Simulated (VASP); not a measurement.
# Ti (Fmmm) in VASP: single point with PBEsol

Aim: the single point of Ti with PBEsol.

Everything below comes from runs of VASP 6.6.1. Logs are shortened: lines on timing, memory, paths and dates and some standing lists are left out, and cuts for length are marked.

## Step 1: The cell of the first run

It takes space group Fmmm (No. 69, orthorhombic). Conventional cell: a = 3.691 Å, b = 3.994 Å, c = 9.654 Å, α = 90.00°, β = 90.00°, γ = 90.00°. Within 3.5 Å of Ti (site symmetry mm2) lie 9 Ti at 2.68 to 2.88 Å.

## Step 2: Single point, PBEsol

INCAR reads:

```
SYSTEM = Ti
ALGO     = All            ! electronic algorithm
EDIFF    = 1E-6           ! SCF threshold, eV
ENCUT    = 550            ! plane-wave cutoff, eV
GGA      = PS             ! functional
GGA_COMPAT= .FALSE.      
ISEARCH  = 1            
ISIF     = 2              ! what is computed and relaxed
ISMEAR   = 0              ! smearing method
KPAR     = 4            
LASPH    = .TRUE.         ! aspherical terms in the spheres
LCHARG   = .TRUE.         ! write CHGCAR
LREAL    = .FALSE.        ! projectors in reciprocal space
LVHAR    = .TRUE.       
LWAVE    = .FALSE.        ! write WAVECAR
NBANDS   = 32             ! bands
NELM     = 300            ! most SCF steps
PREC     = Accurate       ! precision mode
SIGMA    = 0.1            ! smearing width, eV
```

KPOINTS reads:

```
k-points
0
G
  4 4 4
  0 0 0
```

POSCAR reads:

```
Ti
1.0
    1.8456714575     -4.8271588831      0.0000000000
    1.8456714575      4.8271588831      0.0000000000
    0.0000000000      0.0000000000      3.9935376845
Ti
4
Direct
    0.1492725724      0.8507274276      0.0000054387
    0.6492725724      0.3507274276      0.4999945613
    0.8507274276      0.1492725724      0.9999945613
    0.3507274276      0.6492725724      0.5000054387
```

Potentials or basis: VASP PAW PBE potentials, release 64 (Ti_sv).

Started as:

```console
> cat potpaw_PBE.64/Ti_sv/POTCAR > POTCAR
> mpirun -np 4 vasp_std > vasp.out
```

OUTCAR:

```text
SYSTEM = Ti
   EDIFF = 1E-6
   ENCUT = 550
   GGA = PS
   ISIF = 2
   ISMEAR = 0
   LASPH = .TRUE.
   LREAL = .FALSE.
   NELM = 300
   PREC = Accurate

 ion  position               nearest neighbor table
   1  0.149  0.851  0.000-   3 2.68   3 2.68   2 2.72   2 2.72   2 2.72   2 2.72   4 2.79   4 2.79
                             3 2.88
   2  0.649  0.351  0.500-   4 2.68   4 2.68   1 2.72   1 2.72   1 2.72   1 2.72   3 2.79   3 2.79
                             4 2.88
   3  0.851  0.149  1.000-   1 2.68   1 2.68   4 2.72   4 2.72   4 2.72   4 2.72   2 2.79   2 2.79
                             1 2.88
   4  0.351  0.649  0.500-   2 2.68   2 2.68   3 2.72   3 2.72   3 2.72   3 2.72   1 2.79   1 2.79
                             2 2.88

  LATTYP: Found a base centered orthorhombic cell.
 ALAT       =     3.6913429150
 B/A-ratio  =     2.6153944482
 C/A-ratio  =     1.0818658078

  Lattice vectors:

 A1 = (   1.8456714575,  -4.8271588831,   0.0000000000)
 A2 = (   1.8456714575,   4.8271588831,   0.0000000000)
 A3 = (   0.0000000000,   0.0000000000,   3.9935376845)

Analysis of symmetry for initial positions (statically):
=====================================================================
 Subroutine PRICEL returns:
 Original cell was already a primitive cell.

 Routine SETGRP: Setting up the symmetry group for a
 base centered orthorhombic supercell.

 Subroutine GETGRP returns: Found  8 space group operations
 (whereof  4 operations were pure point group operations)
 out of a pool of  8 trial point group operations.

The static configuration has the point symmetry C_2h.
 The point group associated with its full space group is D_2h.

Analysis of symmetry for dynamics (positions and initial velocities):
=====================================================================
 Subroutine PRICEL returns:
 Original cell was already a primitive cell.

 Routine SETGRP: Setting up the symmetry group for a
 base centered orthorhombic supercell.

 Subroutine GETGRP returns: Found  8 space group operations
 (whereof  4 operations were pure point group operations)
 out of a pool of  8 trial point group operations.

The dynamic configuration has the point symmetry C_2h.
 The point group associated with its full space group is D_2h.

 Subroutine INISYM returns: Found  8 space group operations
 (whereof  4 operations are pure point group operations),
 and found     1 'primitive' translations

----------------------------------------------------------------------------------------

                                     Primitive cell

  volume of cell :      71.1596

  direct lattice vectors                    reciprocal lattice vectors
     1.845671457 -4.827158883  0.000000000     0.270904119 -0.103580597  0.000000000
     1.845671457  4.827158883  0.000000000     0.270904119  0.103580597  0.000000000
     0.000000000  0.000000000  3.993537685     0.000000000  0.000000000  0.250404548

  length of vectors
     5.167975040  5.167975040  3.993537685     0.290031001  0.290031001  0.250404548

  position of ions in fractional coordinates (direct lattice)
     0.149272572  0.850727428  0.000005439
     0.649272572  0.350727428  0.499994561
     0.850727428  0.149272572  0.999994561
     0.350727428  0.649272572  0.500005439

  ion indices of the primitive-cell ions
   primitive index   ion index
                 1           1
                 2           2
                 3           3
                 4           4

----------------------------------------------------------------------------------------

 KPOINTS: k-points

Automatic generation of k-mesh.
 Grid dimensions read from file:
 generate k-points for:    4    4    4

 Generating k-lattice:

  Cartesian coordinates                     Fractional coordinates (reciprocal lattice)
     0.067726030 -0.025895149  0.000000000     0.250000000 -0.000000000  0.000000000
     0.067726030  0.025895149  0.000000000    -0.000000000  0.250000000  0.000000000
     0.000000000  0.000000000  0.062601137     0.000000000  0.000000000  0.250000000

  Length of vectors
     0.072507750  0.072507750  0.062601137

  Shift w.r.t. Gamma in fractional coordinates (k-lattice)
     0.000000000  0.000000000  0.000000000

 Subroutine IBZKPT returns following result:
 ===========================================

 Found     21 irreducible k-points:

 Following reciprocal coordinates:
            Coordinates               Weight
  0.000000  0.000000  0.000000      1.000000
  0.250000  0.000000  0.000000      4.000000
  0.500000  0.000000  0.000000      2.000000
  0.250000  0.250000  0.000000      2.000000
  0.500000  0.250000  0.000000      4.000000
 -0.250000  0.250000  0.000000      2.000000
[... 13 lines left out ...]
 -0.250000  0.250000  0.500000      2.000000
  0.500000  0.500000  0.500000      1.000000
   k-points           NKPTS =     21   k-points in BZ     NKDIM =     21   number of bands    NBANDS=     32
   number of dos      NEDOS =    301   number of ions     NIONS =      4
   total plane-waves  NPLWV =  51200
   dimension x,y,z NGX =    40 NGY =   40 NGZ =   32
   dimension x,y,z NGXF=    80 NGYF=   80 NGZF=   64
   ions per type =               4
   NGX,Y,Z   is equivalent  to a cutoff of  12.87, 12.87, 13.32 a.u.
   NGXF,Y,Z  is equivalent  to a cutoff of  25.73, 25.73, 26.64 a.u.
 SYSTEM =  Ti
   PREC   = accura    normal or accurate (medium, high low for compatibility)
   ISTART =      0    job   : 0-new  1-cont  2-samecut
   ICHARG =      2    charge: 1-file 2-atom 10-const
   ISPIN  =      1    spin polarized calculation?
   LNONCOLLINEAR =      F non collinear calculations
   LSORBIT =      F    spin-orbit coupling
   LASPH  =      T    aspherical Exc in radial PAW
   ENCUT  =  550.0 eV  40.42 Ry    6.36 a.u.   9.88  9.88  7.64*2*pi/ulx,y,z
   NELM   =    300;   NELMIN=  2; NELMDL= -5     # of ELM steps
   EDIFF  = 0.1E-05   stopping-criterion for ELM
   LREAL  =      F    real-space projection
   EDIFFG = 0.1E-04   stopping-criterion for IOM
   NSW    =      0    number of steps for IOM
   IBRION =     -1    ionic relax: 0-MD 1-quasi-New 2-CG
   NFREE  =      0    steps in history (QN), initial steepest desc. (CG)
   ISIF   =      2    stress and relaxation
   ISYM   =      2    0-nonsym 1-usesym 2-fastsym
   POTIM  = 0.5000    time-step for ionic-motion
   TEBEG  =    0.0;   TEEND  =   0.0 temperature during run
   PSTRESS=    0.0 pullay stress
   NELECT =      48.0000    total number of electrons
   NUPDOWN=      -1.0000    fix difference up-down
   EMIN   =  10.00;   EMAX   =-10.00  energy-range for DOS
   EFERMI =   0.00;   METHOD = LEGACY
   ISMEAR =     0;   SIGMA  =   0.10  broadening in eV -4-tet -1-fermi 0-gaus
   EFERMI_NEDOS =   21; number of points for ismear=-14 and -15
   IALGO  =     58    algorithm
   IMIX   =      4    mixing-type and parameters
     AMIX     =   0.40;   BMIX     =  1.00
     AMIX_MAG =   1.60;   BMIX_MAG =  1.00
  volume/ion in A,a.u.               =      17.79       120.05
  Fermi-wavevector in a.u.,A,eV,Ry     =   1.435745  2.713165 28.046557  2.061364
  Thomas-Fermi vector in A             =   2.555010
   LORBIT       =      0    0 simple, 1 ext, 2 COOP (PROOUT), +10 PAW based schemes
   GGA     = PS    functional components
   LHFCALC =     F    Hartree Fock is set to
   AEXX    =    0.0000 exact exchange contribution
   IVDW    =     0    specifies the selected vdW correction
   LEPSILON=     F    determine dielectric tensor
   LRPA    =     F    only Hartree local field effects (RPA)
 non-spin polarized calculation
 Gauss-broadening in eV      SIGMA  =   0.10
  energy-cutoff  :      550.00
  volume of cell :       71.16
 maximum number of plane-waves:      2109
   NGX = 19   NGY = 19   NGZ = 15

 number of electron      48.0000003 magnetization

 Free energy of the ion-electron system (eV)
  ---------------------------------------------------
  ext. energy  EPLUGINS =         0.00000000
  ---------------------------------------------------
  free energy    TOTEN  =       -32.49174515 eV

  energy without entropy =      -32.48154656  energy(sigma->0) =      -32.48664586

 E-fermi :   7.7227     XC(G=0): -11.3975

 val. band max:        7.7089489636   @ k =   0.2500   0.2500   0.5000
 cond. band min:       7.7608708737   @ k =  -0.2500   0.2500   0.0000
 fundamental gap:      0.0519219101
 Fermi energy:         7.7226717803

 k-point     1 :       0.0000    0.0000    0.0000
  band No.  band energies     occupation
      1     -48.6383      2.00000
      2     -48.4454      2.00000
      3     -48.3934      2.00000
      4     -48.3366      2.00000
      5     -25.3415      2.00000
      6     -25.2631      2.00000
[... 24 lines left out ...]
     31      10.5907      0.00000
     32      11.4512      0.00000

 k-point     2 :       0.2500    0.0000    0.0000
  band No.  band energies     occupation
      1     -48.5941      2.00000
      2     -48.4367      2.00000
      3     -48.4031      2.00000
      4     -48.3776      2.00000
      5     -25.2368      2.00000
      6     -25.2025      2.00000
[... 24 lines left out ...]
     31       9.7821      0.00000
     32      10.4650      0.00000

 k-point     3 :       0.5000    0.0000    0.0000
  band No.  band energies     occupation
      1     -48.4884      2.00000
      2     -48.4884      2.00000
      3     -48.4163      2.00000
      4     -48.4163      2.00000
      5     -25.1268      2.00000
      6     -25.1268      2.00000
[... 24 lines left out ...]
     31       9.5089      0.00000
     32       9.5283      0.00000

 k-point     4 :       0.2500    0.2500    0.0000
  band No.  band energies     occupation
      1     -48.4980      2.00000
      2     -48.4751      2.00000
      3     -48.4298      2.00000
      4     -48.4065      2.00000
      5     -25.1674      2.00000
      6     -25.0669      2.00000
[... 24 lines left out ...]
     31       9.5377      0.00000
     32       9.6609      0.00000

 k-point     5 :       0.5000    0.2500    0.0000
  band No.  band energies     occupation
      1     -48.5776      2.00000
      2     -48.4538      2.00000
      3     -48.4001      2.00000
      4     -48.3806      2.00000
      5     -25.2227      2.00000
      6     -25.2196      2.00000
[... 479 lines left out ...]
     31       9.7628      0.00000
     32       9.7640      0.00000

 k-point    19 :       0.5000    0.2500    0.5000
  band No.  band energies     occupation
      1     -48.4820      2.00000
      2     -48.4820      2.00000
      3     -48.4234      2.00000
      4     -48.4234      2.00000
      5     -25.2496      2.00000
      6     -25.2496      2.00000
[... 24 lines left out ...]
     31       9.5701      0.00000
     32       9.5705      0.00000

 k-point    20 :      -0.2500    0.2500    0.5000
  band No.  band energies     occupation
      1     -48.5064      2.00000
      2     -48.5064      2.00000
      3     -48.4011      2.00000
      4     -48.4011      2.00000
      5     -25.1105      2.00000
      6     -25.1105      2.00000
[... 24 lines left out ...]
     31       9.4691      0.00000
     32       9.5730      0.00000

 k-point    21 :       0.5000    0.5000    0.5000
  band No.  band energies     occupation
      1     -48.4937      2.00000
      2     -48.4937      2.00000
      3     -48.4140      2.00000
      4     -48.4140      2.00000
      5     -25.0475      2.00000
      6     -25.0475      2.00000
[... 24 lines left out ...]
     31       9.5439      0.00000
     32       9.5540      0.00000

------------------------ aborting loop because EDIFF is reached ----------------------------------------

  FORCE on cell =-STRESS in cart. coord.  units (eV):
  Direction    XX          YY          ZZ          XY          YZ          ZX
  --------------------------------------------------------------------------------------
  -------------------------------------------------------------------------------------
  Total       -0.0417340     -0.0184853      0.0259754      0.0000000     -0.0000000      0.0000000
  in kB       -0.9396510     -0.4162021      0.5848418      0.0000000     -0.0000000      0.0000000
  external PRESSURE =      -0.2570038 kB  Pullay stress =       0.0000000 kB

 VOLUME and BASIS-vectors are now :
 -----------------------------------------------------------------------------
  energy-cutoff  :      550.00
  volume of cell :       71.16
      direct lattice vectors                 reciprocal lattice vectors
     1.845671457 -4.827158883  0.000000000     0.270904119 -0.103580597  0.000000000
     1.845671457  4.827158883  0.000000000     0.270904119  0.103580597  0.000000000
     0.000000000  0.000000000  3.993537685     0.000000000  0.000000000  0.250404548

 POSITION                                       TOTAL-FORCE (eV/Angst)
 -----------------------------------------------------------------------------------
      1.84567      3.38603      0.00002         0.000000      0.007939     -0.000373
      1.84567     -1.44112      1.99675         0.000000      0.007939      0.000373
      1.84567     -3.38603      3.99352         0.000000     -0.007939      0.000373
      1.84567      1.44112      1.99679         0.000000     -0.007939     -0.000373
 -----------------------------------------------------------------------------------
    total drift:                                0.000000      0.000000     -0.000000

  FREE ENERGIE OF THE ION-ELECTRON SYSTEM (eV)
  ---------------------------------------------------
  free  energy   TOTEN  =       -32.4917451503 eV

  energy  without entropy=      -32.4815480829  energy(sigma->0) =      -32.48664662
```

Wall time 44 s (4 MPI ranks of Intel Xeon Platinum 8259CL at 2.50GHz (Skylake/Cascade Lake), shared host); peak memory 0.25 GiB.

What came out:

| Property | Result |
| --- | --- |
| Free energy | -32.4917 eV |
| Pressure | 0.0 GPa |
| Largest force | 0.008 eV/Å |
| Band gap on the k mesh | zero (bands 24 and 25 overlap by 0.50 eV) |

Forces in eV/Å, atoms in the order of the input:
```
Ti   0.000  0.008  0.000
Ti   0.000  0.008  0.000
Ti   0.000 -0.008  0.000
Ti   0.000 -0.008  0.000
```

Levels at points of the mesh, in eV from the Fermi level:
| k point | band 21 | band 22 | band 23 | band 24 | band 25 | band 26 | band 27 | band 28 |
| --- | --- | --- | --- | --- | --- | --- | --- | --- |
| (0.00, 0.00, 0.00) | -1.71 | -1.40 | -0.56 | -0.18 | -0.10 | 1.17 | 1.73 | 1.85 |
| (0.50, 0.00, 0.00) | -0.64 | -0.64 | -0.61 | -0.61 | 0.52 | 0.52 | 1.06 | 1.07 |
| (0.50, 0.50, 0.00) | -1.59 | -1.50 | -1.30 | -0.95 | 0.17 | 0.46 | 1.36 | 1.64 |
| (0.00, 0.00, 0.50) | -0.82 | -0.82 | -0.21 | -0.21 | 1.05 | 1.06 | 1.39 | 1.41 |
| (0.50, 0.00, 0.50) | -0.69 | -0.69 | -0.01 | -0.01 | 0.54 | 0.54 | 1.27 | 1.27 |
| (0.50, 0.50, 0.50) | -1.02 | -1.02 | -0.39 | -0.39 | 0.63 | 0.63 | 0.64 | 0.64 |

Caveat: the k points lie up to 0.46 Å⁻¹ apart, too coarse for converged energies and pressures of a metal; the PAW data sets were made with another functional, which shifts forces and pressure a little.

The gap in the log of VASP goes by the Fermi energy; the results here count the filled bands.